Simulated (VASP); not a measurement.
A run of VASP 6.6.1 is set up as follows.

Contents of INCAR:

```
  PREC = Accurate
  ENCUT = 520
  EDIFF = 1E-7
  ISMEAR = 0
  SIGMA = 0.02
  LREAL = False
  LASPH = True
  NELM = 100
  ALGO = Normal
  ISIF = 2
  LWAVE = False
  LCHARG = True
  GGA = PE
  LELF = True
  LVHAR = True
  NBANDS = 64
```

Contents of KPOINTS:

```
Automatic mesh
0
Gamma
  6 6 4
```

Contents of POSCAR:

```
Sn3GeO8
1.0
    3.3457947416     -3.3604078317      0.0000000000
    3.3457947416      3.3604078317      0.0000000000
    0.0000000000      0.0000000000      6.3189493527
Sn Ge O
3 1 8
Direct
    0.5000000000      0.5000000000      0.5000000000
    0.0000000000      0.0000000000      0.7564887655
    0.0000000000      0.0000000000      0.2435112345
    0.5000000000      0.5000000000      0.0000000000
    0.2071965298      0.2071965298      0.0000000000
    0.1923316111      0.1923316111      0.5000000000
    0.7928034702      0.7928034702      0.0000000000
    0.8076683889      0.8076683889      0.5000000000
    0.6871980573      0.3128019427      0.7659828114
    0.6871980573      0.3128019427      0.2340171886
    0.3128019427      0.6871980573      0.7659828114
    0.3128019427      0.6871980573      0.2340171886
```

Potentials or basis: VASP PAW PBE potentials, release 64 (Sn_d, Ge_d, O).

Launch:

```console
$ cat potpaw_PBE.64/Sn_d/POTCAR potpaw_PBE.64/Ge_d/POTCAR potpaw_PBE.64/O/POTCAR > POTCAR
$ mpirun -np 1 vasp_std > vasp.out
```

**Question.** Estimate the largest force.

**Answer.** 0.055 eV/Å.

**Question.** Predict the pressure.

**Answer.** 0.5 GPa.

Forces on the atoms (eV/Å):
```
Sn   0.000  0.000  0.000
Sn   0.000  0.000  0.003
Sn   0.000  0.000 -0.003
Ge   0.000  0.000  0.000
O    0.055  0.000  0.000
O    0.015  0.000  0.000
O   -0.055  0.000  0.000
O   -0.015  0.000  0.000
O    0.000 -0.010  0.014
O    0.000 -0.010 -0.014
O    0.000  0.010  0.014
O    0.000  0.010 -0.014
```
